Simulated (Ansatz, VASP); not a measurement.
Two plane-wave programs on MnO

POSCAR

```
MnO
1.0
    0.0000000000      2.2220003300      2.2220003300
    2.2220003300      0.0000000000      2.2220003300
    2.2220003300      2.2220003300      0.0000000000
Mn O
1 1
Direct
    0.0000000000      0.0000000000      0.0000000000
    0.5000000000      0.5000000000      0.5000000000
```

The input INCAR.step1:

```
PREC     = Accurate       # precision mode
ENCUT    = 660            # plane-wave cutoff, eV
ISMEAR   = 0              # smearing method
SIGMA    = 0.05           # smearing width, eV
LREAL    = F              # projectors in reciprocal space
LASPH    = T              # aspherical terms in the spheres
NELM     = 200            # most SCF steps
ISPIN    = 2              # spin polarisation
MAGMOM   = 2.84 0.21      # initial moments
LMAXMIX  = 4              # l up to which the mixer works
LDAU     = T              # DFT+U
LDAUTYPE = 1            
LDAUL    = 2 -1           # shell
LDAUU    = 2 0            # U, eV
LDAUJ    = 0.9 0        
NBANDS   = 20             # bands
GGA      = PE             # functional
ALGO     = Normal         # electronic algorithm
EDIFF    = 1E-5           # SCF threshold, eV
LWAVE    = T              # write WAVECAR
LCHARG   = F              # write CHGCAR
GGA_COMPAT= F
```

INCAR.step2

```
PREC     = Accurate       # precision mode
ENCUT    = 660            # plane-wave cutoff, eV
EDIFF    = 1E-6           # SCF threshold, eV
ISMEAR   = 0              # smearing method
SIGMA    = 0.05           # smearing width, eV
LREAL    = F              # projectors in reciprocal space
LASPH    = T              # aspherical terms in the spheres
NELM     = 200            # most SCF steps
ALGO     = Normal         # electronic algorithm
ISIF     = 2              # what is computed and relaxed
LWAVE    = F              # write WAVECAR
LCHARG   = F              # write CHGCAR
ISPIN    = 2              # spin polarisation
MAGMOM   = 2.84 0.21      # initial moments
LORBIT   = 11             # projections on sites
LMAXMIX  = 4              # l up to which the mixer works
LDAU     = T              # DFT+U
LDAUTYPE = 1            
LDAUL    = 2 -1           # shell
LDAUU    = 2 0            # U, eV
LDAUJ    = 0.9 0        
LDAUPRINT= 1            
METAGGA  = R2SCAN         # meta-GGA
LMIXTAU  = T            
NBANDS   = 20             # bands
ISTART   = 1            
GGA_COMPAT= F
```

Contents of KPOINTS:

```
regular mesh
0
Gamma
  7 7 7
```

Input for Ansatz:

```yaml
crystal:
  lattice:
    - [0.0, 2.22200033, 2.22200033]
    - [2.22200033, 0.0, 2.22200033]
    - [2.22200033, 2.22200033, 0.0]
  atoms:
    - { symbol: Mn, position: [0.0, 0.0, 0.0], spin: 1.0 }
    - { symbol: O, position: [0.5, 0.5, 0.5] }
basis:
  ecutwfc: 500
  ecutrho_ratio: 4
kpoints:
  mp_grid: { grid: [7, 7, 7] }
hamiltonian:
  xc: r2scan
  hubbard:
    sites:
      - { site: 0, l: d, u: 2.0, j: 0.9, starting_ns: [{ spin: up, occupation_matrix: s0up }, { spin: down, occupation_matrix: s0down }] }
    occupation_matrices:
      s0up:
        matrix:
          - [0.97, 0.0, 0.0, 0.0, 0.0]
          - [0.0, 0.02, 0.0, 0.0, 0.0]
          - [0.0, 0.0, 0.02, 0.0, 0.0]
          - [0.0, 0.0, 0.0, 0.97, 0.0]
          - [0.0, 0.0, 0.0, 0.0, 0.97]
      s0down:
        matrix:
          - [0.25587, 0.0, 0.0, 0.41042, 0.0]
          - [0.0, 0.495, 0.0, 0.0, -0.475]
          - [0.0, 0.0, 0.02, 0.0, 0.0]
          - [0.41042, 0.0, 0.0, 0.73413, 0.0]
          - [0.0, -0.475, 0.0, 0.0, 0.495]
    ns_hold: until_converged
scf:
  occupations: { method: gaussian, width: 0.05 }
  lower_state_search: "off"
  max_iter: 150
output:
  forces: true
  stress: true
  eigenvalues: true
  populations: true
  hubbard: { sites: [{ site: 0, l: d }] }
magnetization:
  spin_polarized: true
```

Alike in both runs: task single point; functional r2SCAN; k mesh 7 × 7 × 7; occupations gaussian, width 0.05 eV; collinear spin; Hubbard terms Mn d U = 2.0 eV, J = 0.9 eV.

```csv
,VASP,Ansatz
version,VASP 6.6.1,Ansatz 0.2.0
potentials or method,"VASP PAW PBE potentials, release 64 (Mn_pv, O), cutoff 660 eV","scalar-relativistic, plane waves, PAW"
valence electrons in the cell,19,21
```

```tsv
	VASP	Ansatz	Ansatz less VASP
gap on the k mesh at the Fermi level (eV)	0.30	0.43	+0.133
least direct gap on the mesh (eV)	3.05	1.74	-1.310
pressure (GPa)	1.3	-0.7	-2.01
traceless stress, the component that is largest in VASP (GPa)	0.00	0.24	+0.238
net moment per atom (μB)	2.50	1.50	-1.000
size of the moment on the site where the two differ most (μB)	4.58	2.58	-2.000
```

The net moments are unlike, so the other rows may belong to different states. VASP's potentials were made for PBE, not for r2SCAN. Site moments also hang on the region over which each program counts them. The programs project onto different local orbitals, so the same U acts differently, and such runs can settle in different states. VASP's potentials hold 19 valence electrons a cell and Ansatz's 21, so a difference there can come from the potentials and not from the codes. Ansatz's warnings: specified occupation not kept, stability check not made, symmetry narrowed by occupation matrices.
